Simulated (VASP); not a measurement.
Wanted: the native input for a VASP 6.6.1 run.

```yaml
Task: single point
Functional: PBE
Potentials_or_basis: VASP PAW PBE potentials, release 64 (Al)
Cutoff: 520 eV
k_mesh: 11 × 11 × 1
Occupations: fermi-dirac, width 0.1 eV
Spin: no spin polarisation
Dipole_correction: yes
Further_INCAR_settings: ALGO = Normal; EDIFF = 1e-07; NBANDS = 12
```

The structure of Al lies in POSCAR:

```
Al
1.0
    3.2360515124      0.0000000000      0.0000000000
    0.0000000000      3.2360515124      0.0000000000
    0.0000000000      0.0000000000     16.2081000000
Al
3
Direct
    0.0000000000      0.0000000000      0.4010327304
    0.5000000000      0.5000000000      0.5000000019
    0.0000000000      0.0000000000      0.5989672696
```

The input as run:

INCAR

```
SYSTEM = Al
PREC = Accurate ; ENCUT = 520
EDIFF = 1E-7 ; ISMEAR = -1
SIGMA = 0.1 ; LREAL = .FALSE.
LASPH = .TRUE. ; NELM = 60
ALGO = Normal ; ISIF = 2
LWAVE = .FALSE. ; LCHARG = .TRUE.
LDIPOL = .TRUE. ; IDIPOL = 3
DIPOL = 0.5 0.5 0.500 ; GGA = PE
LELF = .TRUE. ; LVHAR = .TRUE.
LVACPOTAV = .TRUE. ; NBANDS = 12
```

KPOINTS

```
regular mesh
0
G
  11 11 1
  0 0 0
```

Potentials or basis: VASP PAW PBE potentials, release 64 (Al).

Run with:

```bash
$ cat potpaw_PBE.64/Al/POTCAR > POTCAR
$ mpirun -np 1 vasp_std > vasp.out
```

Results of the run:

- Band gap on the k mesh: zero (an odd number of electrons rules out a gap without spin polarisation)

Wall time 54 s on 1 thread of Intel Xeon 8259CL, on a shared host, peak memory 0.25 GiB.
